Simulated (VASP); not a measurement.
Runs of VASP 6.6.1 on RuAu. The structure is that of space group Pm-3m (No. 221), or close to it. The cells are those of the table. 

```csv
task,spin,cell,k mesh,cutoff (eV),gap on the mesh (eV),pressure (GPa),relaxed volume (Å³/atom)
relaxation of cell and atoms,off,"relaxed from a = 3.104 Å, 2 atoms",6 × 6 × 6,600,none,-0.1,(b)
single point,off,"a = 3.104 Å, 2 atoms",6 × 6 × 6,520,none,14.4,-
relaxation of cell and atoms,off,"relaxed from a = 3.169 Å, 2 atoms",18 × 18 × 18,600,none,0.0,(a)
single point,off,"a = 3.165 Å, 2 atoms",18 × 18 × 18,520,none,-0.3,-
single point,"collinear, ferromagnetic start","a = 3.169 Å, 2 atoms",6 × 6 × 6,520,none,-0.5,-
```

Alike in all rows: level PBE; potentials or basis VASP PAW PBE potentials, release 64 (Ru_pv, Au); smearing gaussian 0.1 eV.

Question: Estimate the missing entries.

Answer: (a) 15.83; (b) 15.88.

Caveats: spin-orbit coupling is left out, which moves the levels of the heavy elements.

A k mesh can miss the band edges, and the runs leave out spin-orbit coupling on Au, Ru.

A gap of «none» marks levels without a gap at the run's occupations.
